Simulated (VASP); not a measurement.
# B5Pt (P6/mmm) in VASP: a series of runs, part 2 of 2

VASP 6.6.1.

## Step 4: Single point, PBE

This run uses another cell than the first one, of 10.86 Å³/atom, 0.988 times its volume.

File INCAR:

```
SYSTEM = B5Pt
ALGO = Normal
EDIFF = 1E-6
ENCUT = 520
GGA = PE
ISIF = 2
ISMEAR = 0
LASPH = .True.
LCHARG = .False.
LREAL = .False.
LWAVE = .False.
NBANDS = 22
NELM = 60
PREC = Accurate
SIGMA = 0.1
```

File KPOINTS:

```
k-points
0
Gamma
  6 6 4
  0 0 0
```

File POSCAR:

```
B5Pt
1.0
    5.7794762523      0.0000000000      0.0000000000
   -2.8897381262      5.0051732551      0.0000000000
    0.0000000000      0.0000000000      2.2523117543
B Pt
5 1
Direct
    0.3333333333      0.6666666667      0.5000000000
    0.6666666667      0.3333333333      0.5000000000
    0.5000000000      0.0000000000      0.5000000000
    0.0000000000      0.5000000000      0.5000000000
    0.5000000000      0.5000000000      0.5000000000
    0.0000000000      0.0000000000      0.0000000000
```

Potentials or basis: VASP PAW PBE potentials, release 64 (B, Pt).

The run is started by

```
$ cat potpaw_PBE.64/B/POTCAR potpaw_PBE.64/Pt/POTCAR > POTCAR
$ mpirun -np 1 vasp_std > vasp.out
```

OUTCAR:

```text
SYSTEM = B5Pt
   EDIFF = 1E-6
   ENCUT = 520
   GGA = PE
   ISIF = 2
   ISMEAR = 0
   LASPH = .True.
   LREAL = .False.
   NELM = 60
   PREC = Accurate

 ion  position               nearest neighbor table
   1  0.333  0.667  0.500-   4 1.67   3 1.67   5 1.67
   2  0.667  0.333  0.500-   4 1.67   3 1.67   5 1.67
   3  0.500  0.000  0.500-   1 1.67   2 1.67
   4  0.000  0.500  0.500-   1 1.67   2 1.67
   5  0.500  0.500  0.500-   1 1.67   2 1.67
   6  0.000  0.000  0.000-

  LATTYP: Found a hexagonal cell.
 ALAT       =     5.7794762523
 C/A-ratio  =     0.3897086269

  Lattice vectors:

 A1 = (   5.7794762523,   0.0000000000,   0.0000000000)
 A2 = (  -2.8897381262,   5.0051732551,   0.0000000000)
 A3 = (   0.0000000000,   0.0000000000,   2.2523117543)

Analysis of symmetry for initial positions (statically):
=====================================================================
 Subroutine PRICEL returns:
 Original cell was already a primitive cell.

 Routine SETGRP: Setting up the symmetry group for a
 hexagonal supercell.

 Subroutine GETGRP returns: Found 24 space group operations
 (whereof 24 operations were pure point group operations)
 out of a pool of 24 trial point group operations.

The static configuration has the point symmetry D_6h.

Analysis of symmetry for dynamics (positions and initial velocities):
=====================================================================
 Subroutine PRICEL returns:
 Original cell was already a primitive cell.

 Routine SETGRP: Setting up the symmetry group for a
 hexagonal supercell.

 Subroutine GETGRP returns: Found 24 space group operations
 (whereof 24 operations were pure point group operations)
 out of a pool of 24 trial point group operations.

The dynamic configuration has the point symmetry D_6h.

 Subroutine INISYM returns: Found 24 space group operations
[... 120 lines left out ...]
     AMIX     =   0.40;   BMIX     =  1.00
     AMIX_MAG =   1.60;   BMIX_MAG =  1.00
  volume/ion in A,a.u.               =      10.86        73.28
  Fermi-wavevector in a.u.,A,eV,Ry     =   1.189623  2.248062 19.255014  1.415204
  Thomas-Fermi vector in A             =   2.325726
   LORBIT       =      0    0 simple, 1 ext, 2 COOP (PROOUT), +10 PAW based schemes
   GGA     = PE    functional components
   LHFCALC =     F    Hartree Fock is set to
   AEXX    =    0.0000 exact exchange contribution
   IVDW    =     0    specifies the selected vdW correction
   LEPSILON=     F    determine dielectric tensor
   LRPA    =     F    only Hartree local field effects (RPA)
 non-spin polarized calculation
 Gauss-broadening in eV      SIGMA  =   0.10
  energy-cutoff  :      520.00
  volume of cell :       65.15
 maximum number of plane-waves:      1774
 NGX is ok and might be reduce to    48
   NGX = 21   NGY = 21   NGZ =  9

 number of electron      25.0000002 magnetization

 Free energy of the ion-electron system (eV)
  ---------------------------------------------------
  ext. energy  EPLUGINS =         0.00000000
  ---------------------------------------------------
  free energy    TOTEN  =       -33.32577122 eV

  energy without entropy =      -33.30723569  energy(sigma->0) =      -33.31650345

 E-fermi :   5.6594     XC(G=0): -11.1113

 val. band max:        5.3132309387   @ k =   0.1667   0.1667   0.5000
 cond. band min:       5.6831292010   @ k =   0.0000   0.0000   0.2500
 fundamental gap:      0.3698982623
 Fermi energy:         5.6593554104

 k-point     1 :       0.0000    0.0000    0.0000
  band No.  band energies     occupation
      1      -7.5504      2.00000
      2      -4.6185      2.00000
      3      -3.3410      2.00000
      4      -3.3410      2.00000
      5      -3.0892      2.00000
      6      -0.1919      2.00000
[... 514 lines left out ...]
     21      14.1094      0.00000
     22      15.2587      0.00000

------------------------ aborting loop because EDIFF is reached ----------------------------------------

  FORCE on cell =-STRESS in cart. coord.  units (eV):
  Direction    XX          YY          ZZ          XY          YZ          ZX
  --------------------------------------------------------------------------------------
  -------------------------------------------------------------------------------------
  Total        0.0449356      0.0449356     -0.5917159     -0.0000000      0.0000000     -0.0000000
  in kB        1.1050062      1.1050062    -14.5508285     -0.0000000      0.0000000     -0.0000000
  external PRESSURE =      -4.1136054 kB  Pullay stress =       0.0000000 kB

 VOLUME and BASIS-vectors are now :
 -----------------------------------------------------------------------------
  energy-cutoff  :      520.00
  volume of cell :       65.15
      direct lattice vectors                 reciprocal lattice vectors
     5.779476252  0.000000000  0.000000000     0.173026059  0.099896642  0.000000000
    -2.889738126  5.005173255  0.000000000     0.000000000  0.199793284  0.000000000
     0.000000000  0.000000000  2.252311754     0.000000000  0.000000000  0.443988270

 POSITION                                       TOTAL-FORCE (eV/Angst)
 -----------------------------------------------------------------------------------
     -0.00000      3.33678      1.12616         0.000000     -0.000000     -0.000000
      2.88974      1.66839      1.12616        -0.000000      0.000000      0.000000
      2.88974      0.00000      1.12616         0.000000      0.000000     -0.000000
     -1.44487      2.50259      1.12616         0.000000      0.000000     -0.000000
      1.44487      2.50259      1.12616         0.000000      0.000000     -0.000000
      0.00000      0.00000      0.00000         0.000000      0.000000     -0.000000
 -----------------------------------------------------------------------------------
    total drift:                               -0.000000      0.000000     -0.000000

  FREE ENERGIE OF THE ION-ELECTRON SYSTEM (eV)
  ---------------------------------------------------
  free  energy   TOTEN  =       -33.3257712158 eV

  energy  without entropy=      -33.3072356891  energy(sigma->0) =      -33.31650345
```

OSZICAR:

```text
N       E                     dE             d eps       ncg     rms          rms(c)
DAV:   1     0.705520774145E+02    0.70552E+02   -0.11035E+04   940   0.989E+02
DAV:   2    -0.347891201055E+02   -0.10534E+03   -0.98198E+02  1130   0.197E+02
DAV:   3    -0.392405435815E+02   -0.44514E+01   -0.43586E+01  1134   0.367E+01
DAV:   4    -0.392771345587E+02   -0.36591E-01   -0.36575E-01  1076   0.357E+00
DAV:   5    -0.392775170458E+02   -0.38249E-03   -0.38247E-03  1132   0.364E-01    0.169E+01
DAV:   6    -0.428213459096E+02   -0.35438E+01   -0.16015E+02  1046   0.459E+01    0.369E+01
DAV:   7    -0.350599944862E+02    0.77614E+01   -0.10116E+01   996   0.252E+01    0.137E+01
DAV:   8    -0.338928962417E+02    0.11671E+01   -0.24325E+01   990   0.203E+01    0.638E+00
DAV:   9    -0.333993471077E+02    0.49355E+00   -0.12352E+00   984   0.668E+00    0.405E+00
DAV:  10    -0.336793883125E+02   -0.28004E+00   -0.21738E+00   984   0.729E+00    0.840E+00
DAV:  11    -0.333341930863E+02    0.34520E+00   -0.30795E+00   972   0.627E+00    0.800E-01
DAV:  12    -0.333262486138E+02    0.79445E-02   -0.26118E-02  1008   0.936E-01    0.354E-01
DAV:  13    -0.333258370094E+02    0.41160E-03   -0.11194E-03  1070   0.203E-01    0.291E-01
DAV:  14    -0.333259850513E+02   -0.14804E-03   -0.27530E-04  1038   0.948E-02    0.270E-01
DAV:  15    -0.333257944016E+02    0.19065E-03   -0.21578E-04  1050   0.949E-02    0.897E-02
DAV:  16    -0.333257750312E+02    0.19370E-04   -0.37276E-05  1062   0.362E-02    0.403E-02
DAV:  17    -0.333257714181E+02    0.36130E-05   -0.65574E-06  1038   0.147E-02    0.110E-02
DAV:  18    -0.333257712158E+02    0.20234E-06   -0.12657E-06   702   0.631E-03
   1 F= -.33325771E+02 E0= -.33316503E+02  d E =-.185355E-01
```

Run time: 38 s. Hardware: 1 thread of Intel Xeon 6975P-C, shared host; peak memory 0.2 GiB.

What came out:

- Free energy: -33.3258 eV
- Pressure: -0.4 GPa

Stress tensor (GPa, compression positive):
```
 0.11  0.00  0.00
 0.00  0.11  0.00
 0.00  0.00 -1.46
```

Levels at points of the mesh, in eV from the Fermi level:
```csv
k point,band 8,band 9,band 10,band 11,band 12,band 13,band 14,band 15,band 16,band 17
"(0.00, 0.00, 0.00)",-3.04,-2.92,-2.92,-0.77,-0.77,0.08,0.08,2.25,5.46,6.29
"(0.50, 0.00, 0.00)",-4.16,-3.05,-2.84,-1.53,0.07,0.08,2.03,2.31,2.68,6.38
"(0.00, 0.00, 0.50)",-3.09,-3.09,-2.90,-2.19,-2.19,-1.13,-1.13,-0.52,3.72,3.72
"(0.50, 0.00, 0.50)",-3.57,-2.54,-2.25,-1.98,-1.95,-1.84,-1.14,1.13,1.91,2.73
```

Caveat: the k points lie up to 0.70 Å⁻¹ apart; spin-orbit coupling is left out, which moves the levels of the heavy elements.

## Step 5: Summary

```csv
cell,k mesh,gap on the mesh (eV),pressure (GPa)
"a = 5.665, b = 5.665, c = 2.373 Å, angles 90.0, 90.0, 120.0°, 6 atoms",3 × 3 × 8,none,0.0
"a = 4.370, b = 4.370, c = 3.893 Å, angles 90.0, 90.0, 120.0°, 6 atoms",6 × 6 × 4,none,93.7
"a = 5.779, b = 5.779, c = 2.252 Å, angles 90.0, 90.0, 120.0°, 6 atoms",6 × 6 × 4,none,-0.4
```

Alike in all rows: task single point; level PBE; potentials or basis VASP PAW PBE potentials, release 64 (B, Pt); no spin polarisation; cutoff (eV) 520; smearing gaussian 0.1 eV.

Caveats: all runs use coarse meshes; spin-orbit coupling is left out, which moves the levels of the heavy elements.

Total energies depend on the potentials used, so only differences within one code and one set of settings carry meaning.
